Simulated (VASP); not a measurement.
# CsH (Pm-3m) in VASP: notebook

CsH is run at these levels: LDA; tasks: vibrations by perturbation theory.

All numbers are computed with VASP 6.6.1; they aren't measurements. Logs are shortened: lines on timing, memory, paths and dates and some standing lists are left out, and cuts for length are marked.

### Step 1. The cell of the first run

The structure is cubic, space group Pm-3m (No. 221). Conventional cell: a = 3.026 Å, b = 3.026 Å, c = 3.026 Å, α = 90.00°, β = 90.00°, γ = 90.00°. Within 3.5 Å of Cs (site symmetry m-3m) lie 8 H at 2.62 Å and 6 Cs at 3.03 Å. H (site symmetry m-3m) has 8 Cs at 2.62 Å and 6 H at 3.03 Å within 3.5 Å.

### Step 2. Vibrations by perturbation theory, LDA

INCAR

```
SYSTEM = CsH
  ALGO = Normal
  EDIFF = 1E-8
  ENCUT = 520
  GGA = CA
  IBRION = 8
  ISIF = 2
  ISMEAR = 0
  LASPH = .True.
  LCHARG = .False.
  LEPSILON = .True.
  LREAL = .False.
  LWAVE = .False.
  NELM = 100
  NSW = 1
  PREC = Accurate
  SIGMA = 0.01
```

KPOINTS

```
k-points
0
Gamma
  8 8 8
  0 0 0
```

POSCAR

```
CsH
1.0
    3.0256007444      0.0000000000      0.0000000000
    0.0000000000      3.0256007444      0.0000000000
    0.0000000000      0.0000000000      3.0256007444
Cs H
1 1
Direct
    0.0000000000      0.0000000000      0.0000000000
    0.5000000000      0.5000000000      0.5000000000
```

Potentials or basis: VASP PAW LDA potentials, release 64 (Cs_sv, H).

Run with:

```bash
> cat potpaw_LDA.64/Cs_sv/POTCAR potpaw_LDA.64/H/POTCAR > POTCAR
> mpirun -np 1 vasp_std > vasp.out
```

OUTCAR:

```text
SYSTEM = CsH
   EDIFF = 1E-8
   ENCUT = 520
   GGA = CA
   IBRION = 8
   ISIF = 2
   ISMEAR = 0
   LASPH = .True.
   LEPSILON = .True.
   LREAL = .False.
   NELM = 100
   NSW = 1
   PREC = Accurate

 ion  position               nearest neighbor table
   1  0.000  0.000  0.000-
   2  0.500  0.500  0.500-

  LATTYP: Found a simple cubic cell.
 ALAT       =     3.0256007444

  Lattice vectors:

 A1 = (   3.0256007444,   0.0000000000,   0.0000000000)
 A2 = (   0.0000000000,   3.0256007444,   0.0000000000)
 A3 = (   0.0000000000,   0.0000000000,   3.0256007444)

Analysis of symmetry for initial positions (statically):
=====================================================================
 Subroutine PRICEL returns:
 Original cell was already a primitive cell.

 Routine SETGRP: Setting up the symmetry group for a
 simple cubic supercell.

 Subroutine GETGRP returns: Found 48 space group operations
 (whereof 48 operations were pure point group operations)
 out of a pool of 48 trial point group operations.

The static configuration has the point symmetry O_h .

Analysis of symmetry for dynamics (positions and initial velocities):
=====================================================================
 Subroutine PRICEL returns:
 Original cell was already a primitive cell.

 Routine SETGRP: Setting up the symmetry group for a
 simple cubic supercell.

 Subroutine GETGRP returns: Found 48 space group operations
 (whereof 48 operations were pure point group operations)
 out of a pool of 48 trial point group operations.

The dynamic configuration has the point symmetry O_h .

 Subroutine INISYM returns: Found 48 space group operations
 (whereof 48 operations are pure point group operations),
 and found     1 'primitive' translations

----------------------------------------------------------------------------------------

                                     Primitive cell

  volume of cell :      27.6971

  direct lattice vectors                    reciprocal lattice vectors
     3.025600744  0.000000000  0.000000000     0.330512875  0.000000000  0.000000000
     0.000000000  3.025600744  0.000000000     0.000000000  0.330512875  0.000000000
     0.000000000  0.000000000  3.025600744     0.000000000  0.000000000  0.330512875

  length of vectors
     3.025600744  3.025600744  3.025600744     0.330512875  0.330512875  0.330512875

  position of ions in fractional coordinates (direct lattice)
     0.000000000  0.000000000  0.000000000
     0.500000000  0.500000000  0.500000000

  ion indices of the primitive-cell ions
   primitive index   ion index
                 1           1
                 2           2

----------------------------------------------------------------------------------------

 KPOINTS: k-points

Automatic generation of k-mesh.
 Grid dimensions read from file:
 generate k-points for:    8    8    8

 Generating k-lattice:

  Cartesian coordinates                     Fractional coordinates (reciprocal lattice)
[... 435 lines left out ...]
 ------------------------------------------------------

 Free energy of the ion-electron system (eV)
  ---------------------------------------------------
  ---------------------------------------------------
  free energy    TOTEN  =        -0.47859729 eV

  energy without entropy =       -0.47859729

------------------------ aborting loop because EDIFF is reached ----------------------------------------

--------------------------------------- Ionic step        2  -------------------------------------------

------------------------ aborting loop because EDIFF is reached ----------------------------------------

--------------------------------------- Ionic step        3  -------------------------------------------

------------------------ aborting loop because EDIFF is reached ----------------------------------------

 PIEZOELECTRIC TENSOR FIELD DIRECTION 3  (e Angst)
 -----------------------------------------------------------------------------
    -0.00266  0.00000  0.00000           (  0.00000  0.00000  0.00000)
     0.00000 -0.00266 -0.00000           (  0.00000  0.00000 -0.00000)
    -0.00000  0.00000  0.00221           (  0.00000 -0.00000  0.00002)

 PIEZOELECTRIC TENSOR FIELD DIRECTION 3  (C/m^2)
 -----------------------------------------------------------------------------
    -0.00154  0.00000  0.00000
     0.00000 -0.00154 -0.00000
    -0.00000  0.00000  0.00128

--------------------------------------- Ionic step        4  -------------------------------------------

------------------------ aborting loop because EDIFF is reached ----------------------------------------

[... ionic steps 5 to 6 ...]

--------------------------------------- Ionic step        7  -------------------------------------------

 Free energy of the ion-electron system (eV)
  ---------------------------------------------------
  ---------------------------------------------------
  free energy    TOTEN  =        -0.01751781 eV

  energy without entropy =       -0.01751781

------------------------ aborting loop because EDIFF is reached ----------------------------------------

 INTERNAL STRAIN TENSOR  FOR ION    2  DIRECTION 1   (eV/Angst):
 -----------------------------------------------------------------------------
    -0.01087  0.00000 -0.00000
    -0.00000  0.00967  0.00000
    -0.00000  0.00000  0.00967

 MACROSCOPIC STATIC DIELECTRIC TENSOR (including local field effects in DFT)
 ------------------------------------------------------
           6.856295    -0.000000    -0.000000
          -0.000000     6.856295     0.000000
          -0.000000    -0.000000     6.856295
 ------------------------------------------------------

 PIEZOELECTRIC TENSOR (including local field effects)  for field in x, y, z        (e  Angst)
          XX          YY          ZZ          XY          YZ          ZX
  --------------------------------------------------------------------------------
  x     0.00000     0.00000     0.00000     0.00000     0.00000     0.00000
  y     0.00000     0.00000     0.00000     0.00000     0.00000     0.00000
  z     0.00000     0.00000     0.00000     0.00000     0.00000     0.00000

 PIEZOELECTRIC TENSOR (including local field effects)  for field in x, y, z        (C/m^2)
          XX          YY          ZZ          XY          YZ          ZX
  --------------------------------------------------------------------------------
  x     0.00000     0.00000     0.00000     0.00000     0.00000     0.00000
  y     0.00000     0.00000     0.00000     0.00000     0.00000     0.00000
  z     0.00000     0.00000     0.00000     0.00000     0.00000     0.00000

 BORN EFFECTIVE CHARGES (including local field effects) (in |e|, cummulative output)
 ---------------------------------------------------------------------------------
 ion    1
    1     1.24892     0.00000     0.00000
    2     0.00000     1.24892     0.00000
    3     0.00000     0.00000     1.24892
 ion    2
    1    -1.24892    -0.00000    -0.00000
    2    -0.00000    -1.24892    -0.00000
    3    -0.00000     0.00000    -1.24892

 INTERNAL STRAIN TENSOR FOR ION    2 for displacements in x,y,z  (eV/Angst):
          X           Y           Z          XY          YZ          ZX
  --------------------------------------------------------------------------------
  x     0.00000     0.00000     0.00000     0.00000     0.00000     0.00000
  y     0.00000     0.00000     0.00000     0.00000     0.00000     0.00000
  z     0.00000     0.00000     0.00000     0.00000     0.00000     0.00000

 SECOND DERIVATIVES (NOT SYMMETRIZED)
 ------------------------------------
               1X          1Y          1Z          2X          2Y          2Z
  1X    -3.378269    0.000000   -0.000000    3.378269   -0.000000    0.000000
  1Y     0.000000   -3.378269    0.000000   -0.000000    3.378269   -0.000000
  1Z     0.000000    0.000000   -3.378269   -0.000000   -0.000000    3.378269
  2X     3.380225   -0.000000    0.000000   -3.380225    0.000000   -0.000000
  2Y    -0.000000    3.380225    0.000000    0.000000   -3.380225   -0.000000
  2Z     0.000000    0.000000    3.380225   -0.000000   -0.000000   -3.380225

 Eigenvectors and eigenvalues of the dynamical matrix
 ----------------------------------------------------

   1 f  =   28.850303 THz   181.271798 2PiTHz  962.342509 cm-1   119.315211 meV
             X         Y         Z           dx          dy          dz
      0.000000  0.000000  0.000000     0.000000   -0.086394    0.000000
      1.512800  1.512800  1.512800     0.000000    0.996261    0.000000
[... 21 lines left out ...]
   6 f/i=    0.000718 THz     0.004514 2PiTHz    0.023965 cm-1     0.002971 meV
             X         Y         Z           dx          dy          dz
      0.000000  0.000000  0.000000    -0.988370   -0.125140    0.000000
      1.512800  1.512800  1.512800    -0.085710   -0.010852    0.000000

--------------------------------------------------------------------------------------------------------

 MACROSCOPIC STATIC DIELECTRIC TENSOR IONIC CONTRIBUTION
 ------------------------------------------------------
           3.015652    -0.000000    -0.000000
          -0.000000     3.015652    -0.000000
          -0.000000    -0.000000     3.015652
 ------------------------------------------------------

 ELASTIC MODULI CONTR FROM IONIC RELAXATION (kBar)
 Direction    XX          YY          ZZ          XY          YZ          ZX
 --------------------------------------------------------------------------------
 XX           0.0000      0.0000      0.0000      0.0000      0.0000      0.0000
 YY           0.0000      0.0000      0.0000      0.0000      0.0000      0.0000
 ZZ           0.0000      0.0000      0.0000      0.0000      0.0000      0.0000
 XY           0.0000      0.0000      0.0000      0.0000      0.0000      0.0000
 YZ           0.0000      0.0000      0.0000      0.0000      0.0000      0.0000
 ZX           0.0000      0.0000      0.0000      0.0000      0.0000      0.0000
 --------------------------------------------------------------------------------

 PIEZOELECTRIC TENSOR IONIC CONTR  for field in x, y, z        (C/m^2)
          XX          YY          ZZ          XY          YZ          ZX
  --------------------------------------------------------------------------------
  x     0.00000     0.00000     0.00000     0.00000     0.00000     0.00000
  y     0.00000     0.00000     0.00000     0.00000     0.00000     0.00000
  z     0.00000     0.00000     0.00000     0.00000     0.00000     0.00000
```

Wall time 80 s (1 thread of Intel Xeon 6975P-C (Granite Rapids), shared host); peak memory 0.18 GiB.

Results:

```
Electronic dielectric tensor (diagonal)                 : 6.86
Born charges (mean of the diagonal)                     : Cs +1.25; H -1.25 e
Highest phonon frequency at Γ, LO-TO splitting left out : 962 cm⁻¹
```

Phonon frequencies in cm⁻¹ (negative: imaginary):
| q point | frequencies |
| --- | --- |
| (0.000, 0.000, 0.000) | 0 0 0 962 962 962 |

Electronic dielectric tensor:
```
6.86 0.00 0.00
0.00 6.86 0.00
0.00 0.00 6.86
```

Born effective charge tensors (e):
atom 1, Cs
```
1.25 0.00 0.00
0.00 1.25 0.00
0.00 0.00 1.25
```
atom 2, H
```
-1.25  0.00  0.00
 0.00 -1.25  0.00
 0.00  0.00 -1.25
```

Caveat: the cell wasn't relaxed at this level first, which shifts response properties; spin-orbit coupling is left out, which moves the levels of the heavy elements.

(Part 1 of 2 ends here.)
